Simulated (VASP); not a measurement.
Runs of VASP 6.6.1 on NaBe2. The structure is that of space group P6/mmm (No. 191), or close to it. The cells are those of the table. 

```tsv
task	cell	k mesh	cutoff (eV)	gap on the mesh (eV)	pressure (GPa)	relaxed volume (Å³/atom)
relaxation of cell and atoms	relaxed from a = 3.936, b = 3.936, c = 3.729 Å, angles 90.0, 90.0, 120.0°, 3 atoms	12 × 12 × 12	600	none	-0.1	17.41
single point	a = 3.936, b = 3.936, c = 3.729 Å, angles 90.0, 90.0, 120.0°, 3 atoms	6 × 6 × 6	520	none	-0.1	-
single point	a = 3.815, b = 3.815, c = 4.128 Å, angles 90.0, 90.0, 120.0°, 3 atoms	12 × 12 × 12	520	none	(a)	-
relaxation of cell and atoms	relaxed from a = 3.129, b = 3.129, c = 3.475 Å, angles 90.0, 90.0, 120.0°, 3 atoms	6 × 6 × 6	600	none	-0.1	16.65
single point	a = 3.129, b = 3.129, c = 3.475 Å, angles 90.0, 90.0, 120.0°, 3 atoms	6 × 6 × 6	520	none	56.5	-
```

Alike in all rows: level PBE; potentials or basis VASP PAW PBE potentials, release 64 (Na_pv, Be); no spin polarisation; smearing gaussian 0.1 eV.

Q: Estimate the missing entries.

A: (a) 0.1.

Caveats: some runs use coarse meshes; the volume moved by over 15 % at a fixed basis, so the end points are rough (some runs).

A gap of «none» marks levels without a gap at the run's occupations.
